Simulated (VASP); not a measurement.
Ni, 1 atom in the cell. Symmetry: Fm-3m, No. 225, cubic system. The conventional cell has a = 3.540 Å, b = 3.540 Å, c = 3.540 Å, α = 90.00°, β = 90.00°, γ = 90.00°. Ni (site symmetry m-3m) has 12 Ni at 2.50 Å within 3.3 Å. 

| Property | Result |
| --- | --- |
| Program | VASP 6.6.1 |
| Task | single point |
| Functional | PBE |
| Potentials or basis | VASP PAW PBE potentials, release 64 (Ni) |
| Cutoff | 520 eV |
| k mesh | 13 × 13 × 13 |
| Occupations | fermi-dirac, width 0.1 eV |
| Spin | collinear spin, ferromagnetic start |
| Starting moments | [1.19] μB |
| Fixed moment | 1.19 μB |
| Dipole correction | no |
| Further INCAR settings | ALGO = Normal; EDIFF = 1e-06; NBANDS = 15 |

Potentials or basis: VASP PAW PBE potentials, release 64 (Ni).

Command:

```bash
$ cat potpaw_PBE.64/Ni/POTCAR > POTCAR
$ mpirun -np 1 vasp_std > vasp.out
```

Hardware: 1 thread of Intel(R) Xeon(R) Platinum 8259CL CPU @ 2.50GHz (Skylake/Cascade Lake) (shared host).

Task: Estimate the wall time of this run.

Result: Wall time 26 s on 1 thread of Intel(R) Xeon(R) Platinum 8259CL CPU @ 2.50GHz (Skylake/Cascade Lake) (shared host), peak memory 0.14 GiB. Counts: scf iterations 13, k points 84.
